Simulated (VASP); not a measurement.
Set up this calculation in VASP 6.6.1, as the native input.

| Item | Value |
| --- | --- |
| Task | relaxation of cell and atoms |
| Functional | PBE |
| Dispersion | D3(BJ) |
| Potentials or basis | VASP PAW PBE potentials, release 64 (Cs_sv) |
| Cutoff | 600 eV |
| k mesh | 10 × 10 × 10 |
| Occupations | gaussian, width 0.1 eV |
| Spin | no spin polarisation |
| Dipole correction | no |
| Further INCAR settings | ALGO = Normal; EDIFF = 1e-06; IBRION = 2; EDIFFG = -0.005; NSW = 100; ISIF = 3 |

The structure of Cs lies in POSCAR:

```
Cs
1.0
    0.0000000000      3.8160919946      3.8160919946
    3.8160919946      0.0000000000      3.8160919946
    3.8160919946      3.8160919946      0.0000000000
Cs
1
Direct
    0.0000000000      0.0000000000      0.0000000000
```

This isn't the form of Cs at room conditions, which is bcc.

The input as run:

INCAR

```
SYSTEM = Cs
PREC     = Accurate       ! precision mode
ENCUT    = 600            ! plane-wave cutoff, eV
EDIFF    = 1E-6           ! SCF threshold, eV
ISMEAR   = 0              ! smearing method
SIGMA    = 0.1            ! smearing width, eV
LREAL    = .False.        ! projectors in reciprocal space
LASPH    = .True.         ! aspherical terms in the spheres
NELM     = 100            ! most SCF steps
ALGO     = Normal         ! electronic algorithm
ISIF     = 3              ! what is computed and relaxed
LWAVE    = .False.        ! write WAVECAR
LCHARG   = .False.        ! write CHGCAR
GGA      = PE             ! functional
IVDW     = 12             ! dispersion correction
IBRION   = 2              ! ionic algorithm
NSW      = 100            ! ionic steps
EDIFFG   = -0.005         ! ionic threshold
```

KPOINTS

```
Automatic mesh
0
Gamma
  10 10 10
  0 0 0
```

Potentials or basis: VASP PAW PBE potentials, release 64 (Cs_sv).

The run is started by

```console
$ cat potpaw_PBE.64/Cs_sv/POTCAR > POTCAR
$ mpirun -np 1 vasp_std > vasp.out
```

It gave:

- Pressure after relaxing: 0.0 GPa
- Band gap on the k mesh: zero (an odd number of electrons rules out a gap without spin polarisation)
- Dispersion energy per atom: -0.092 eV

Caveat: the relaxation stopped at its first step, so nothing moved; spin-orbit coupling is left out, which moves the levels of the heavy elements.

Run time: 37 s on 1 thread of Intel(R) Xeon(R) Platinum 8259CL CPU @ 2.50GHz (Skylake/Cascade Lake), on a shared host, peak memory 0.32 GiB.
